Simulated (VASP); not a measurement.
# SiC (P6_3mc) in VASP: a series of runs, part 2 of 3

VASP 6.6.1. The steps go on from the part before.

## Step 3: Single point, LDA (c/a of the conventional cell at fixed volume 1.7726)

INCAR

```
PREC = Accurate
ENCUT = 520
EDIFF = 1E-6
ISMEAR = 0
SIGMA = 0.05
LREAL = F
LASPH = T
NELM = 100
ALGO = Normal
ISIF = 2
LWAVE = F
LCHARG = F
NBANDS = 16
```

KPOINTS

```
regular mesh
0
Gamma
  12 12 6
```

POSCAR

```
SiC
1.0
    2.9787958993      0.0000000000      0.0000000000
   -1.4893979497      2.5797129215      0.0000000000
    0.0000000000      0.0000000000      5.2802136111
Si C
2 2
Direct
    0.3333333333      0.6666666667      0.0046041256
    0.6666666667      0.3333333333      0.5046041256
    0.3333333333      0.6666666667      0.4252507829
    0.6666666667      0.3333333333      0.9252507829
```

Potentials or basis: VASP PAW LDA potentials, release 64 (Si, C).

Started as:

```console
$ cat potpaw_LDA.64/Si/POTCAR potpaw_LDA.64/C/POTCAR > POTCAR
$ mpirun -np 1 vasp_std > vasp.out
```

OUTCAR:

```text
PREC = Accurate
   ENCUT = 520
   EDIFF = 1E-6
   ISMEAR = 0
   LREAL = F
   LASPH = T
   NELM = 100
   ISIF = 2

 ion  position               nearest neighbor table
   1  0.333  0.667  0.005-   4 1.77   4 1.77   4 1.77   3 2.22
   2  0.667  0.333  0.505-   3 1.77   3 1.77   3 1.77   4 2.22
   3  0.333  0.667  0.425-   2 1.77   2 1.77   2 1.77   1 2.22
   4  0.667  0.333  0.925-   1 1.77   1 1.77   1 1.77   2 2.22

  LATTYP: Found a hexagonal cell.
 ALAT       =     2.9787958993
 C/A-ratio  =     1.7726000000

  Lattice vectors:

 A1 = (   2.9787958993,   0.0000000000,   0.0000000000)
 A2 = (  -1.4893979497,   2.5797129215,   0.0000000000)
 A3 = (   0.0000000000,   0.0000000000,   5.2802136111)

Analysis of symmetry for initial positions (statically):
=====================================================================
 Subroutine PRICEL returns:
 Original cell was already a primitive cell.

 Routine SETGRP: Setting up the symmetry group for a
 hexagonal supercell.

 Subroutine GETGRP returns: Found 12 space group operations
 (whereof  6 operations were pure point group operations)
 out of a pool of 24 trial point group operations.

The static configuration has the point symmetry C_3v.
 The point group associated with its full space group is C_6v.

Analysis of symmetry for dynamics (positions and initial velocities):
=====================================================================
 Subroutine PRICEL returns:
 Original cell was already a primitive cell.

 Routine SETGRP: Setting up the symmetry group for a
 hexagonal supercell.

 Subroutine GETGRP returns: Found 12 space group operations
 (whereof  6 operations were pure point group operations)
 out of a pool of 24 trial point group operations.

The dynamic configuration has the point symmetry C_3v.
 The point group associated with its full space group is C_6v.

 Subroutine INISYM returns: Found 12 space group operations
 (whereof  6 operations are pure point group operations),
 and found     1 'primitive' translations

----------------------------------------------------------------------------------------

                                     Primitive cell

  volume of cell :      40.5755

  direct lattice vectors                    reciprocal lattice vectors
     2.978795899  0.000000000  0.000000000     0.335706115  0.193820016  0.000000000
    -1.489397950  2.579712922  0.000000000     0.000000000  0.387640032  0.000000000
     0.000000000  0.000000000  5.280213611     0.000000000  0.000000000  0.189386277

  length of vectors
     2.978795899  2.978795899  5.280213611     0.387640032  0.387640032  0.189386277

  position of ions in fractional coordinates (direct lattice)
     0.333333333  0.666666667  0.004604126
     0.666666667  0.333333333  0.504604126
     0.333333333  0.666666667  0.425250783
     0.666666667  0.333333333  0.925250783

  ion indices of the primitive-cell ions
   primitive index   ion index
                 1           1
                 2           2
                 3           3
                 4           4

----------------------------------------------------------------------------------------

 KPOINTS: regular mesh

Automatic generation of k-mesh.
 Grid dimensions read from file:
 generate k-points for:   12   12    6

 Generating k-lattice:

  Cartesian coordinates                     Fractional coordinates (reciprocal lattice)
     0.027975510  0.016151668  0.000000000     0.083333333  0.000000000  0.000000000
     0.000000000  0.032303336  0.000000000     0.000000000  0.083333333  0.000000000
     0.000000000  0.000000000  0.031564380     0.000000000  0.000000000  0.166666667

  Length of vectors
     0.032303336  0.032303336  0.031564380

  Shift w.r.t. Gamma in fractional coordinates (k-lattice)
     0.000000000  0.000000000  0.000000000

 Subroutine IBZKPT returns following result:
 ===========================================

 Found     76 irreducible k-points:

 Following reciprocal coordinates:
            Coordinates               Weight
  0.000000  0.000000  0.000000      1.000000
  0.083333 -0.000000  0.000000      6.000000
  0.166667 -0.000000  0.000000      6.000000
  0.250000  0.000000  0.000000      6.000000
  0.333333 -0.000000  0.000000      6.000000
  0.416667  0.000000  0.000000      6.000000
[... 16 lines left out ...]
  0.250000  0.000000  0.166667     12.000000
  0.333333 -0.000000  0.166667     12.000000
 [... further k-points ...]
   k-points           NKPTS =     76   k-points in BZ     NKDIM =     76   number of bands    NBANDS=     16
   number of dos      NEDOS =    301   number of ions     NIONS =      4
   total plane-waves  NPLWV =  23040
   dimension x,y,z NGX =    24 NGY =   24 NGZ =   40
   dimension x,y,z NGXF=    48 NGYF=   48 NGZF=   80
   ions per type =               2   2
   NGX,Y,Z   is equivalent  to a cutoff of  13.39, 13.39, 12.59 a.u.
   NGXF,Y,Z  is equivalent  to a cutoff of  26.79, 26.79, 25.19 a.u.
 SYSTEM =  unknown system
   PREC   = accura    normal or accurate (medium, high low for compatibility)
   ISTART =      0    job   : 0-new  1-cont  2-samecut
   ICHARG =      2    charge: 1-file 2-atom 10-const
   ISPIN  =      1    spin polarized calculation?
   LNONCOLLINEAR =      F non collinear calculations
   LSORBIT =      F    spin-orbit coupling
   LASPH  =      T    aspherical Exc in radial PAW
   ENCUT  =  520.0 eV  38.22 Ry    6.18 a.u.   5.54  5.54  9.82*2*pi/ulx,y,z
   NELM   =    100;   NELMIN=  2; NELMDL= -5     # of ELM steps
   EDIFF  = 0.1E-05   stopping-criterion for ELM
   LREAL  =      F    real-space projection
   EDIFFG = 0.1E-04   stopping-criterion for IOM
   NSW    =      0    number of steps for IOM
   IBRION =     -1    ionic relax: 0-MD 1-quasi-New 2-CG
   NFREE  =      0    steps in history (QN), initial steepest desc. (CG)
   ISIF   =      2    stress and relaxation
   ISYM   =      2    0-nonsym 1-usesym 2-fastsym
   POTIM  = 0.5000    time-step for ionic-motion
   TEBEG  =    0.0;   TEEND  =   0.0 temperature during run
   PSTRESS=    0.0 pullay stress
   NELECT =      16.0000    total number of electrons
   NUPDOWN=      -1.0000    fix difference up-down
   EMIN   =  10.00;   EMAX   =-10.00  energy-range for DOS
   EFERMI =   0.00;   METHOD = LEGACY
   ISMEAR =     0;   SIGMA  =   0.05  broadening in eV -4-tet -1-fermi 0-gaus
   EFERMI_NEDOS =   21; number of points for ismear=-14 and -15
   IALGO  =     38    algorithm
   IMIX   =      4    mixing-type and parameters
     AMIX     =   0.40;   BMIX     =  1.00
     AMIX_MAG =   1.60;   BMIX_MAG =  1.00
  volume/ion in A,a.u.               =      10.14        68.45
  Fermi-wavevector in a.u.,A,eV,Ry     =   1.200495  2.268606 19.608550  1.441188
  Thomas-Fermi vector in A             =   2.336329
   LORBIT       =      0    0 simple, 1 ext, 2 COOP (PROOUT), +10 PAW based schemes
   GGA     = CA    functional components
   LHFCALC =     F    Hartree Fock is set to
   AEXX    =    0.0000 exact exchange contribution
   IVDW    =     0    specifies the selected vdW correction
   LEPSILON=     F    determine dielectric tensor
   LRPA    =     F    only Hartree local field effects (RPA)
 non-spin polarized calculation
 Gauss-broadening in eV      SIGMA  =   0.05
  energy-cutoff  :      520.00
  volume of cell :       40.58
 maximum number of plane-waves:      1115
 NGX is ok and might be reduce to    24
   NGX = 11   NGY = 11   NGZ = 19

 number of electron      15.9999998 magnetization

 Free energy of the ion-electron system (eV)
  ---------------------------------------------------
  ext. energy  EPLUGINS =         0.00000000
  ---------------------------------------------------
  free energy    TOTEN  =       -32.21415025 eV

  energy without entropy =      -32.21415025  energy(sigma->0) =      -32.21415025

 E-fermi :   9.0813     XC(G=0): -11.6017

 val. band max:        8.7917368169   @ k =   0.0833  -0.0000   0.0000
 cond. band min:      11.0356584554   @ k =   0.5000   0.0000   0.3333
 fundamental gap:      2.2439216385
 Fermi energy:         9.0813008752

 k-point     1 :       0.0000    0.0000    0.0000
  band No.  band energies     occupation
      1      -7.3393      2.00000
      2      -4.5965      2.00000
      3       0.1687      2.00000
      4       6.9484      2.00000
      5       6.9484      2.00000
      6       7.7608      2.00000
[... 8 lines left out ...]
     15      17.1600      0.00000
     16      19.9430      0.00000
[... 420 lines left out ...]
  band No.  band energies     occupation
      1      -5.2228      2.00000
      2      -3.1537      2.00000
      3       1.3117      2.00000
      4       2.8149      2.00000
      5       3.0222      2.00000
      6       5.4142      2.00000
[... 8 lines left out ...]
     15      18.8943      0.00000
     16      20.4396      0.00000

 [... further k-points ...]
[... 5 lines left out ...]
  --------------------------------------------------------------------------------------
  -------------------------------------------------------------------------------------
  Total        7.3734715      7.3734715     -4.4033314     -0.0000000      0.0000000      0.0000000
  in kB      291.1514587    291.1514587   -173.8714730     -0.0000000      0.0000000      0.0000000
  external PRESSURE =     136.1438148 kB  Pullay stress =       0.0000000 kB

 VOLUME and BASIS-vectors are now :
 -----------------------------------------------------------------------------
  energy-cutoff  :      520.00
  volume of cell :       40.58
      direct lattice vectors                 reciprocal lattice vectors
     2.978795899  0.000000000  0.000000000     0.335706115  0.193820016  0.000000000
    -1.489397950  2.579712922  0.000000000     0.000000000  0.387640032  0.000000000
     0.000000000  0.000000000  5.280213611     0.000000000  0.000000000  0.189386277

 POSITION                                       TOTAL-FORCE (eV/Angst)
 -----------------------------------------------------------------------------------
     -0.00000      1.71981      0.02431         0.000000      0.000000      2.279424
      1.48940      0.85990      2.66442        -0.000000      0.000000      2.279424
     -0.00000      1.71981      2.24541        -0.000000     -0.000000     -2.279424
      1.48940      0.85990      4.88552         0.000000      0.000000     -2.279424
 -----------------------------------------------------------------------------------
    total drift:                                0.000000      0.000000      0.000870

  FREE ENERGIE OF THE ION-ELECTRON SYSTEM (eV)
  ---------------------------------------------------
  free  energy   TOTEN  =       -32.2141502519 eV

  energy  without entropy=      -32.2141502519  energy(sigma->0) =      -32.21415025
```

stdout:

```text
POSCAR found type information on POSCAR SiC
 POSCAR found :  2 types and       4 ions
 scaLAPACK will be used
 LDA part: xc-table for (Slater(with rela. corr.)+CA(PZ))
 , standard interpolation
 POSCAR, INCAR and KPOINTS ok, starting setup
 FFT: planning ... GRIDC
 FFT: planning ... GRID_SOFT
 FFT: planning ... GRID
 WAVECAR not read
 entering main loop
```

It took 16 s on 1 thread of Intel Xeon 6975P-C (Granite Rapids), shared host; peak memory 0.16 GiB.

Results:

| Property | Result |
| --- | --- |
| Free energy | -32.2142 eV |
| Pressure | 13.6 GPa |
| Largest force | 2.279 eV/Å |
| Band gap on the k mesh | 2.24 eV, indirect (least direct gap 4.15 eV) |

Forces on the atoms (eV/Å):
```
Si   0.000  0.000  2.279
Si   0.000  0.000  2.279
C    0.000  0.000 -2.279
C    0.000  0.000 -2.279
```

Levels at points of the mesh, in eV from the valence-band top:
```
           k point  band 4  band 5  band 6  band 7  band 8  band 9  band 10  band 11  band 12  band 13
(0.00, 0.00, 0.00)   -1.84   -1.84   -1.03   -1.03   -0.02    4.14     5.71     6.88     6.88     8.24
(0.50, 0.00, 0.00)   -7.71   -5.00   -3.82   -2.82   -2.44    2.78     3.81     5.79     7.73     8.21
(0.00, 0.00, 0.50)   -4.93   -1.46   -1.46   -1.46   -1.46    6.39     6.39     7.39     7.39     7.39
(0.50, 0.00, 0.50)   -9.01   -3.21   -3.21   -2.33   -2.33    2.59     2.59     4.26     4.26    10.79
```

Caveat: forces of over 1 eV/Å act on the atoms, so gaps and moduli don't describe the material at rest. A k mesh can miss the band edges.

## Step 4: Single point, LDA (c/a of the conventional cell at fixed volume 1.7726)

INCAR

```
PREC = Accurate ; ENCUT = 520
EDIFF = 1E-7 ; ISMEAR = 0
SIGMA = 0.05 ; LREAL = F
LASPH = T ; NELM = 100
ALGO = Normal ; ISIF = 2
LWAVE = F ; LCHARG = F
GGA = CA ; NBANDS = 16
```

KPOINTS

```
Automatic mesh
0
Gamma
  12 12 6
```

POSCAR, as its differences from that of step 3:

```diff
@@ -10,3 +10,3 @@
     0.6666666667      0.3333333333      0.5046041256
-    0.3333333333      0.6666666667      0.4252507829
-    0.6666666667      0.3333333333      0.9252507829
+    0.3333333333      0.6666666667      0.3654442382
+    0.6666666667      0.3333333333      0.8654442382
```

Started as:

```console
$ cat potpaw_LDA.64/Si/POTCAR potpaw_LDA.64/C/POTCAR > POTCAR
$ mpirun -np 1 vasp_std > vasp.out
```

It took 17 s on 1 thread of Intel Xeon 6975P-C (Granite Rapids), shared host; peak memory 0.16 GiB.

Results (log left out):

```yaml
Free_energy: -32.9810 eV
Pressure: 0.3 GPa
Largest_force: 0.780 eV/Å
Band_gap_on_the_k_mesh: 1.18 eV, indirect (least direct gap 4.01 eV)
```

Forces on the atoms (eV/Å):
```
Si   0.000  0.000 -0.780
Si   0.000  0.000 -0.780
C    0.000  0.000  0.780
C    0.000  0.000  0.780
```

Stress tensor (GPa, compression positive):
```
 12.76   0.00   0.00
  0.00  12.76   0.00
  0.00   0.00 -24.73
```

Levels at points of the mesh, in eV from the valence-band top:
```csv
k point,band 5,band 6,band 7,band 8,band 9,band 10,band 11,band 12
"(0.00, 0.00, 0.00)",-1.04,-1.04,0.00,0.00,4.34,5.82,6.96,6.96
"(0.50, 0.00, 0.00)",-6.03,-3.99,-3.19,-1.39,2.95,3.07,6.64,6.69
"(0.00, 0.00, 0.50)",-0.55,-0.55,-0.55,-0.55,6.50,6.50,7.60,7.60
"(0.50, 0.00, 0.50)",-3.25,-3.25,-2.44,-2.44,2.44,2.44,4.89,4.89
```

[end of part 2 of 3]
